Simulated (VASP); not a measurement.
A run of VASP 6.6.1:

The input POSCAR:

```
Nb
1.0
    2.6830891365      0.0000000000      0.0000000000
    0.0000000000      2.6830891365      0.0000000000
    0.0000000000      0.0000000000      2.6830891365
Nb
1
Direct
    0.0000000000      0.0000000000      0.0000000000
```

INCAR.step1

```
SYSTEM = Nb
PREC = Accurate
ENCUT = 520
EDIFF = 1E-7
ISMEAR = -1
SIGMA = 0.1
LREAL = .FALSE.
LASPH = .TRUE.
NELM = 80
ALGO = Normal
ISIF = 2
LWAVE = .FALSE.
LCHARG = .TRUE.
LMAXMIX = 4
GGA = PS
NBANDS = 12
```

KPOINTS.step1

```
regular mesh
0
G
  14 14 14
  0 0 0
```

The input INCAR.step2:

```
SYSTEM = Nb
PREC = Accurate
ENCUT = 520
EDIFF = 1E-7
ISMEAR = -5
SIGMA = 0.1
LREAL = .FALSE.
LASPH = .TRUE.
NELM = 80
ALGO = Normal
ISIF = 2
LWAVE = .FALSE.
LCHARG = .FALSE.
LMAXMIX = 4
GGA = PS
LORBIT = 11
NBANDS = 12
NEDOS = 2001
ICHARG = 11
```

KPOINTS.step2

```
regular mesh
0
G
  21 21 21
  0 0 0
```

Potentials or basis: VASP PAW PBE potentials, release 64 (Nb_sv).

Run with:

```sh
$ cat potpaw_PBE.64/Nb_sv/POTCAR > POTCAR
$ cp INCAR.step1 INCAR
$ cp KPOINTS.step1 KPOINTS
$ mpirun -np 1 vasp_std > vasp.out
$ cp INCAR.step2 INCAR
$ cp KPOINTS.step2 KPOINTS
$ mpirun -np 1 vasp_std > vasp.out
```

Hardware: 1 thread of Intel Xeon 8259CL, on a shared host.

Q: Estimate the wall time of this run.

A: Run time: 60 s on 1 thread of Intel Xeon 8259CL, on a shared host, peak memory 0.18 GiB. Counts: k points 286.
